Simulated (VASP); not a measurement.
Write the native input for VASP 6.6.1 that does the following.

```
Task                   : single point
Functional             : PBE
Potentials or basis    : VASP PAW PBE potentials, release 64 (Hf_pv, Si)
Cutoff                 : 520 eV
k mesh                 : 6 × 6 × 4
Occupations            : gaussian, width 0.1 eV
Spin                   : no spin polarisation
Dipole correction      : no
Further INCAR settings : ALGO = Normal; EDIFF = 1e-06; NBANDS = 21
```

The structure of HfSi4 lies in POSCAR:

```
HfSi4
1.0
    4.5083293400      0.0000000000      0.0000000000
   -2.2541646700      3.9043277400      0.0000000000
    0.0000000000      0.0000000000      4.7208437800
Hf Si
1 4
Direct
    0.0000000000      0.0000000000      0.5000000000
    0.4655290800      0.0000000000      0.5000000000
    0.0000000000      0.4655290800      0.5000000000
    0.5344709200      0.5344709200      0.5000000000
    0.0000000000      0.0000000000      0.0000000000
```

The cell was built from a structure type or drawn by symmetry, and may not be a known phase.

These files were run (other wordings do the same):

INCAR

```
SYSTEM = HfSi4
  PREC = Accurate
  ENCUT = 520
  EDIFF = 1E-6
  ISMEAR = 0
  SIGMA = 0.1
  LREAL = .FALSE.
  LASPH = .TRUE.
  NELM = 80
  ALGO = Normal
  ISIF = 2
  LWAVE = .FALSE.
  LCHARG = .FALSE.
  GGA = PE
  NBANDS = 21
```

KPOINTS

```
Automatic mesh
0
G
  6 6 4
  0 0 0
```

Potentials or basis: VASP PAW PBE potentials, release 64 (Hf_pv, Si).

Command:

```bash
$ cat potpaw_PBE.64/Hf_pv/POTCAR potpaw_PBE.64/Si/POTCAR > POTCAR
$ mpirun -np 1 vasp_std > vasp.out
```

It gave:

| Quantity | Value |
| --- | --- |
| Pressure | 62.5 GPa |
| Largest force | 5.792 eV/Å |
| Band gap on the k mesh | zero (bands 13 and 14 overlap by 3.88 eV) |

Caveat: the cell stands under pressure; spin-orbit coupling is left out, which moves the levels of the heavy elements; forces of over 1 eV/Å act on the atoms, so gaps and moduli don't describe the material at rest.

Run time: 50 s on 1 thread of Intel Xeon 8259CL, on a shared host, peak memory 0.21 GiB.
